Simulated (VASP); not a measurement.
# Sc (P6_3/mmc) in VASP: notebook

Sc is run at these levels: PBE; tasks: single point.

Everything below comes from runs of VASP 6.6.1. Logs are shortened: lines on timing, memory, paths and dates and some standing lists are left out, and cuts for length are marked.

### Step 1. The cell of the first run

Symmetry: P6_3/mmc, No. 194, hexagonal system. Conventional cell: a = 3.153 Å, b = 3.153 Å, c = 5.438 Å, α = 90.00°, β = 90.00°, γ = 120.00°. Sc (site symmetry -6m2) has 12 Sc at 3.15 to 3.27 Å within 4.1 Å.

### Step 2. Single point, PBE

Input file INCAR:

```
SYSTEM = Sc
ALGO     = Fast           ! electronic algorithm
EDIFF    = 1E-6           ! SCF threshold, eV
ENCUT    = 520            ! plane-wave cutoff, eV
GGA      = PE             ! functional
ISIF     = 2              ! what is computed and relaxed
ISMEAR   = 0              ! smearing method
LASPH    = .TRUE.         ! aspherical terms in the spheres
LCHARG   = .FALSE.        ! write CHGCAR
LREAL    = .FALSE.        ! projectors in reciprocal space
LWAVE    = .FALSE.        ! write WAVECAR
NBANDS   = 18             ! bands
NELM     = 80             ! most SCF steps
PREC     = Accurate       ! precision mode
SIGMA    = 0.15           ! smearing width, eV
```

Input file KPOINTS:

```
k-points
0
G
  15 15 10
  0 0 0
```

Input file POSCAR:

```
Sc
1.0
    3.1535000000      0.0000000000      0.0000000000
   -1.5767500000      2.7310111108      0.0000000000
    0.0000000000      0.0000000000      5.4380000000
Sc
2
Direct
    0.3333333333      0.6666666667      0.2500000000
    0.6666666667      0.3333333333      0.7500000000
```

Potentials or basis: VASP PAW PBE potentials, release 64 (Sc_sv).

Started as:

```bash
cat potpaw_PBE.64/Sc_sv/POTCAR > POTCAR
mpirun -np 1 vasp_std > vasp.out
```

OUTCAR:

```text
SYSTEM = Sc
   EDIFF = 1E-6
   ENCUT = 520
   GGA = PE
   ISIF = 2
   ISMEAR = 0
   LASPH = .TRUE.
   LREAL = .FALSE.
   NELM = 80
   PREC = Accurate

 ion  position               nearest neighbor table
   1  0.333  0.667  0.250-   2 3.27   2 3.27   2 3.27   2 3.27   2 3.27   2 3.27
   2  0.667  0.333  0.750-   1 3.27   1 3.27   1 3.27   1 3.27   1 3.27   1 3.27

  LATTYP: Found a hexagonal cell.
 ALAT       =     3.1535000000
 C/A-ratio  =     1.7244331695

  Lattice vectors:

 A1 = (   3.1535000000,   0.0000000000,   0.0000000000)
 A2 = (  -1.5767500000,   2.7310111108,   0.0000000000)
 A3 = (   0.0000000000,   0.0000000000,   5.4380000000)

Analysis of symmetry for initial positions (statically):
=====================================================================
 Subroutine PRICEL returns:
 Original cell was already a primitive cell.

 Routine SETGRP: Setting up the symmetry group for a
 hexagonal supercell.

 Subroutine GETGRP returns: Found 24 space group operations
 (whereof 12 operations were pure point group operations)
 out of a pool of 24 trial point group operations.

The static configuration has the point symmetry D_3d.
 The point group associated with its full space group is D_6h.

Analysis of symmetry for dynamics (positions and initial velocities):
=====================================================================
 Subroutine PRICEL returns:
 Original cell was already a primitive cell.

 Routine SETGRP: Setting up the symmetry group for a
 hexagonal supercell.

 Subroutine GETGRP returns: Found 24 space group operations
 (whereof 12 operations were pure point group operations)
 out of a pool of 24 trial point group operations.

The dynamic configuration has the point symmetry D_3d.
 The point group associated with its full space group is D_6h.

 Subroutine INISYM returns: Found 24 space group operations
 (whereof 12 operations are pure point group operations),
 and found     1 'primitive' translations

----------------------------------------------------------------------------------------

                                     Primitive cell

  volume of cell :      46.8334

  direct lattice vectors                    reciprocal lattice vectors
     3.153500000  0.000000000  0.000000000     0.317107975  0.183082375  0.000000000
    -1.576750000  2.731011111  0.000000000     0.000000000  0.366164750  0.000000000
     0.000000000  0.000000000  5.438000000     0.000000000  0.000000000  0.183891136

  length of vectors
     3.153500000  3.153500000  5.438000000     0.366164750  0.366164750  0.183891136

  position of ions in fractional coordinates (direct lattice)
     0.333333333  0.666666667  0.250000000
     0.666666667  0.333333333  0.750000000

  ion indices of the primitive-cell ions
   primitive index   ion index
                 1           1
                 2           2

----------------------------------------------------------------------------------------

 KPOINTS: k-points

Automatic generation of k-mesh.
 Grid dimensions read from file:
 generate k-points for:   15   15   10

 Generating k-lattice:

  Cartesian coordinates                     Fractional coordinates (reciprocal lattice)
     0.021140532  0.012205492  0.000000000     0.066666667  0.000000000  0.000000000
     0.000000000  0.024410983  0.000000000     0.000000000  0.066666667  0.000000000
     0.000000000  0.000000000  0.018389114     0.000000000  0.000000000  0.100000000

  Length of vectors
     0.024410983  0.024410983  0.018389114

  Shift w.r.t. Gamma in fractional coordinates (k-lattice)
     0.000000000  0.000000000  0.000000000

 Subroutine IBZKPT returns following result:
 ===========================================

 Found    162 irreducible k-points:

 Following reciprocal coordinates:
            Coordinates               Weight
  0.000000  0.000000  0.000000      1.000000
  0.066667 -0.000000  0.000000      6.000000
  0.133333  0.000000  0.000000      6.000000
  0.200000 -0.000000  0.000000      6.000000
  0.266667  0.000000  0.000000      6.000000
  0.333333 -0.000000  0.000000      6.000000
[... 16 lines left out ...]
  0.333333  0.200000  0.000000     12.000000
  0.400000  0.200000  0.000000      6.000000
 [... further k-points ...]
   k-points           NKPTS =    162   k-points in BZ     NKDIM =    162   number of bands    NBANDS=     18
   number of dos      NEDOS =    301   number of ions     NIONS =      2
   total plane-waves  NPLWV =  23040
   dimension x,y,z NGX =    24 NGY =   24 NGZ =   40
   dimension x,y,z NGXF=    48 NGYF=   48 NGZF=   80
   ions per type =               2
   NGX,Y,Z   is equivalent  to a cutoff of  12.65, 12.65, 12.23 a.u.
   NGXF,Y,Z  is equivalent  to a cutoff of  25.30, 25.30, 24.46 a.u.
 SYSTEM =  Sc
   PREC   = accura    normal or accurate (medium, high low for compatibility)
   ISTART =      0    job   : 0-new  1-cont  2-samecut
   ICHARG =      2    charge: 1-file 2-atom 10-const
   ISPIN  =      1    spin polarized calculation?
   LNONCOLLINEAR =      F non collinear calculations
   LSORBIT =      F    spin-orbit coupling
   LASPH  =      T    aspherical Exc in radial PAW
   ENCUT  =  520.0 eV  38.22 Ry    6.18 a.u.   5.86  5.86 10.11*2*pi/ulx,y,z
   NELM   =     80;   NELMIN=  2; NELMDL= -5     # of ELM steps
   EDIFF  = 0.1E-05   stopping-criterion for ELM
   LREAL  =      F    real-space projection
   EDIFFG = 0.1E-04   stopping-criterion for IOM
   NSW    =      0    number of steps for IOM
   IBRION =     -1    ionic relax: 0-MD 1-quasi-New 2-CG
   NFREE  =      0    steps in history (QN), initial steepest desc. (CG)
   ISIF   =      2    stress and relaxation
   ISYM   =      2    0-nonsym 1-usesym 2-fastsym
   POTIM  = 0.5000    time-step for ionic-motion
   TEBEG  =    0.0;   TEEND  =   0.0 temperature during run
   PSTRESS=    0.0 pullay stress
   NELECT =      22.0000    total number of electrons
   NUPDOWN=      -1.0000    fix difference up-down
   EMIN   =  10.00;   EMAX   =-10.00  energy-range for DOS
   EFERMI =   0.00;   METHOD = LEGACY
   ISMEAR =     0;   SIGMA  =   0.15  broadening in eV -4-tet -1-fermi 0-gaus
   EFERMI_NEDOS =   21; number of points for ismear=-14 and -15
   IALGO  =     68    algorithm
   IMIX   =      4    mixing-type and parameters
     AMIX     =   0.40;   BMIX     =  1.00
     AMIX_MAG =   1.60;   BMIX_MAG =  1.00
  volume/ion in A,a.u.               =      23.42       158.02
  Fermi-wavevector in a.u.,A,eV,Ry     =   1.272616  2.404895 22.035320  1.619550
  Thomas-Fermi vector in A             =   2.405484
   LORBIT       =      0    0 simple, 1 ext, 2 COOP (PROOUT), +10 PAW based schemes
   GGA     = PE    functional components
   LHFCALC =     F    Hartree Fock is set to
   AEXX    =    0.0000 exact exchange contribution
   IVDW    =     0    specifies the selected vdW correction
   LEPSILON=     F    determine dielectric tensor
   LRPA    =     F    only Hartree local field effects (RPA)
 non-spin polarized calculation
 RMM-DIIS sequential band-by-band and
 Gauss-broadening in eV      SIGMA  =   0.15
  energy-cutoff  :      520.00
  volume of cell :       46.83
 maximum number of plane-waves:      1281
 NGX is ok and might be reduce to    24
   NGX = 11   NGY = 11   NGZ = 21

 number of electron      22.0000000 magnetization

 Free energy of the ion-electron system (eV)
  ---------------------------------------------------
  ext. energy  EPLUGINS =         0.00000000
  ---------------------------------------------------
  free energy    TOTEN  =       -12.41640744 eV

  energy without entropy =      -12.36437347  energy(sigma->0) =      -12.39039045

 E-fermi :   4.0063     XC(G=0): -10.0846

 val. band max:        4.0060179155   @ k =   0.3333   0.1333   0.1000
 cond. band min:       4.0096374110   @ k =   0.4000   0.0667   0.0000
 fundamental gap:      0.0036194955
 Fermi energy:         4.0063230769

 k-point     1 :       0.0000    0.0000    0.0000
  band No.  band energies     occupation
      1     -45.3009      2.00000
      2     -45.2424      2.00000
      3     -24.1129      2.00000
      4     -23.7140      2.00000
      5     -23.7140      2.00000
      6     -23.7041      2.00000
[... 10 lines left out ...]
     17       6.8341      0.00000
     18       6.8387      0.00000

 k-point     2 :       0.0667   -0.0000    0.0000
  band No.  band energies     occupation
      1     -45.2977      2.00000
      2     -45.2403      2.00000
      3     -24.1062      2.00000
      4     -23.7324      2.00000
      5     -23.7193      2.00000
      6     -23.7055      2.00000
[... 10 lines left out ...]
     17       6.7212      0.00000
     18       6.7695      0.00000

 k-point     3 :       0.1333    0.0000    0.0000
  band No.  band energies     occupation
      1     -45.2886      2.00000
      2     -45.2346      2.00000
      3     -24.0866      2.00000
      4     -23.7847      2.00000
      5     -23.7414      2.00000
      6     -23.7339      2.00000
[... 10 lines left out ...]
     17       6.4523      0.00000
     18       6.6049      0.00000

 k-point     4 :       0.2000   -0.0000    0.0000
  band No.  band energies     occupation
      1     -45.2750      2.00000
      2     -45.2264      2.00000
      3     -24.0563      2.00000
      4     -23.8620      2.00000
      5     -23.8176      2.00000
      6     -23.7550      2.00000
[... 10 lines left out ...]
     17       6.4322      0.00000
     18       6.7172      0.00000

 k-point     5 :       0.2667    0.0000    0.0000
  band No.  band energies     occupation
      1     -45.2590      2.00000
      2     -45.2174      2.00000
      3     -24.0185      2.00000
      4     -23.9508      2.00000
      5     -23.9029      2.00000
      6     -23.7787      2.00000
[... 10 lines left out ...]
     17       6.9190      0.00000
     18       7.1797      0.00000

 k-point     6 :       0.3333   -0.0000    0.0000
  band No.  band energies     occupation
      1     -45.2429      2.00000
      2     -45.2094      2.00000
      3     -24.0355      2.00000
      4     -23.9825      2.00000
      5     -23.9776      2.00000
      6     -23.8009      2.00000
[... 10 lines left out ...]
     17       7.4592      0.00000
     18       7.6700      0.00000

 k-point     7 :       0.4000   -0.0000    0.0000
  band No.  band energies     occupation
      1     -45.2295      2.00000
      2     -45.2040      2.00000
      3     -24.1014      2.00000
      4     -24.0436      2.00000
      5     -23.9396      2.00000
      6     -23.8180      2.00000
[... 10 lines left out ...]
     17       7.9429      0.00000
     18       8.0613      0.00000

 k-point     8 :       0.4667   -0.0000    0.0000
  band No.  band energies     occupation
      1     -45.2215      2.00000
      2     -45.2017      2.00000
      3     -24.1373      2.00000
      4     -24.0767      2.00000
      5     -23.9140      2.00000
      6     -23.8273      2.00000
[... 10 lines left out ...]
     17       8.2541      0.00000
     18       8.3870      0.00000
[... 229 lines left out ...]
     17       7.9637      0.00000
     18       8.3310      0.00000

 k-point    20 :       0.4000    0.1333    0.0000
  band No.  band energies     occupation
      1     -45.2174      2.00000
      2     -45.2008      2.00000
      3     -24.1151      2.00000
      4     -24.0563      2.00000
      5     -23.9007      2.00000
      6     -23.8687      2.00000
[... 10 lines left out ...]
     17       7.8680      0.00000
     18       8.0760      0.00000

 k-point    21 :       0.2000    0.2000    0.0000
  band No.  band energies     occupation
      1     -45.2389      2.00000
      2     -45.2076      2.00000
      3     -23.9991      2.00000
      4     -23.9904      2.00000
      5     -23.9672      2.00000
      6     -23.8285      2.00000
[... 10 lines left out ...]
     17       7.6400      0.00000
     18       7.9401      0.00000

 k-point    22 :       0.2667    0.2000    0.0000
  band No.  band energies     occupation
      1     -45.2260      2.00000
      2     -45.2027      2.00000
      3     -24.0481      2.00000
      4     -24.0182      2.00000
      5     -23.9297      2.00000
      6     -23.8681      2.00000
[... 10 lines left out ...]
     17       7.7788      0.00000
     18       7.9451      0.00000

 k-point    23 :       0.3333    0.2000    0.0000
  band No.  band energies     occupation
      1     -45.2161      2.00000
      2     -45.2006      2.00000
      3     -24.0809      2.00000
      4     -24.0311      2.00000
      5     -23.9014      2.00000
      6     -23.8966      2.00000
[... 10 lines left out ...]
     17       7.7339      0.00000
     18       7.9941      0.00000

 k-point    24 :       0.4000    0.2000    0.0000
  band No.  band energies     occupation
      1     -45.2121      2.00000
      2     -45.2003      2.00000
      3     -24.0923      2.00000
      4     -24.0342      2.00000
      5     -23.9149      2.00000
      6     -23.8809      2.00000
[... 10 lines left out ...]
     17       7.7189      0.00000
     18       7.8994      0.00000

 [... further k-points ...]

------------------------ aborting loop because EDIFF is reached ----------------------------------------

  FORCE on cell =-STRESS in cart. coord.  units (eV):
  Direction    XX          YY          ZZ          XY          YZ          ZX
  --------------------------------------------------------------------------------------
  -------------------------------------------------------------------------------------
  Total        1.7552567      1.7552567     -0.4629382     -0.0000000     -0.0000000     -0.0000000
  in kB       60.0476087     60.0476087    -15.8371873     -0.0000000     -0.0000000     -0.0000000
  external PRESSURE =      34.7526767 kB  Pullay stress =       0.0000000 kB

 VOLUME and BASIS-vectors are now :
 -----------------------------------------------------------------------------
  energy-cutoff  :      520.00
  volume of cell :       46.83
      direct lattice vectors                 reciprocal lattice vectors
     3.153500000  0.000000000  0.000000000     0.317107975  0.183082375  0.000000000
    -1.576750000  2.731011111  0.000000000     0.000000000  0.366164750  0.000000000
     0.000000000  0.000000000  5.438000000     0.000000000  0.000000000  0.183891136

 POSITION                                       TOTAL-FORCE (eV/Angst)
 -----------------------------------------------------------------------------------
     -0.00000      1.82067      1.35950         0.000000     -0.000000      0.000000
      1.57675      0.91034      4.07850        -0.000000      0.000000      0.000000
 -----------------------------------------------------------------------------------
    total drift:                                0.000000     -0.000000      0.000000

  FREE ENERGIE OF THE ION-ELECTRON SYSTEM (eV)
  ---------------------------------------------------
  free  energy   TOTEN  =       -12.4164074380 eV

  energy  without entropy=      -12.3643734672  energy(sigma->0) =      -12.39039045
```

Wall time 2.6 min (1 thread of Intel Xeon 8259CL, shared host); peak memory 0.24 GiB.

Results:

```yaml
Free_energy: -12.4164 eV
Pressure: 3.5 GPa
Band_gap_on_the_k_mesh: zero (band 11 reaches 4.61 eV, above the bottom of band 12 at 3.55 eV)
```

### Step 3. Single point, PBE

This run uses another cell than the first one, of 23.32 Å³/atom, 0.996 times its volume.

Input file INCAR:

```
SYSTEM = Sc
PREC = Accurate ; ENCUT = 520
EDIFF = 1E-6 ; ISMEAR = 0
SIGMA = 0.15 ; LREAL = .False.
LASPH = .True. ; NELM = 80
ALGO = Fast ; ISIF = 2
LWAVE = .False. ; LCHARG = .False.
GGA = PE ; NBANDS = 18
```

Input file KPOINTS:

```
Automatic mesh
0
Gamma
  15 15 10
  0 0 0
```

Input file POSCAR:

```
Sc
1.0
    3.3195022292      0.0000000000      0.0000000000
   -1.6597511146      2.8747732584      0.0000000000
    0.0000000000      0.0000000000      4.8873000000
Sc
2
Direct
    0.3333333333      0.6666666667      0.2500000000
    0.6666666667      0.3333333333      0.7500000000
```

Potentials or basis: VASP PAW PBE potentials, release 64 (Sc_sv).

Started as:

```bash
cat potpaw_PBE.64/Sc_sv/POTCAR > POTCAR
mpirun -np 1 vasp_std > vasp.out
```

Wall time 4 min (1 thread of Intel Xeon 8259CL, shared host); peak memory 0.25 GiB.

It converged, with:

```
Free energy            : -12.4696 eV
Pressure               : 3.3 GPa
Band gap on the k mesh : zero (band 11 reaches 5.23 eV, above the bottom of band 12 at 3.39 eV)
```

Stress tensor (GPa, compression positive):
```
1.80 0.00 0.00
0.00 1.80 0.00
0.00 0.00 6.24
```

Levels at points of the mesh, in eV from the Fermi level:
```csv
k point,band 8,band 9,band 10,band 11,band 12,band 13,band 14,band 15
"(0.00, 0.00, 0.00)",-27.60,-5.20,-1.63,1.22,1.60,1.60,2.18,2.18
"(0.00, 0.00, 0.50)",-27.71,-3.47,-3.47,1.24,1.24,1.43,1.43,1.43
```

(Part 1 of 2 ends here.)
